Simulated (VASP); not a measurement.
Input of a VASP 6.6.1 run:

The input INCAR:

```
SYSTEM = TiO2
PREC = Accurate
ENCUT = 520
EDIFF = 1E-7
ISMEAR = -1
SIGMA = 0.05
LREAL = .False.
LASPH = .True.
NELM = 100
ALGO = Normal
ISIF = 2
LWAVE = .False.
LCHARG = .True.
GGA = PE
LELF = .True.
LVHAR = .True.
NBANDS = 33
```

File KPOINTS:

```
Automatic mesh
0
Gamma
  8 8 8
  0 0 0
```

File POSCAR:

```
TiO2
1.0
   -1.8921000000      1.8921000000      4.8048730000
    1.8921000000     -1.8921000000      4.8048730000
    1.8921000000      1.8921000000     -4.8048730000
Ti O
2 4
Direct
    0.0000000000      0.0000000000      0.0000000000
    0.7500000000      0.2500000000      0.5000000000
    0.2081000000      0.2081000000      0.0000000000
    0.9581000000      0.4581000000      0.5000000000
    0.5419000000      0.0419000000      0.5000000000
    0.7919000000      0.7919000000      0.0000000000
```

Potentials or basis: VASP PAW PBE potentials, release 64 (Ti_sv, O).

Command:

```console
$ cat potpaw_PBE.64/Ti_sv/POTCAR potpaw_PBE.64/O/POTCAR > POTCAR
$ mpirun -np 1 vasp_std > vasp.out
```

Question: Predict the pressure.

Answer: 3.6 GPa.

Question: Estimate the band gap on the k mesh.

Answer: 2.12 eV (least direct gap 2.44 eV).

Question: Predict the largest force.

Answer: 0.058 eV/Å.

Forces in eV/Å, atoms in the order of the input:
```
Ti   0.000  0.000  0.000
Ti   0.000  0.000  0.000
O    0.000  0.000 -0.058
O    0.000  0.000 -0.058
O    0.000  0.000  0.058
O    0.000  0.000  0.058
```

Caveat: the cell stands under pressure. As with any semilocal functional, this PBE gap is likely too small.
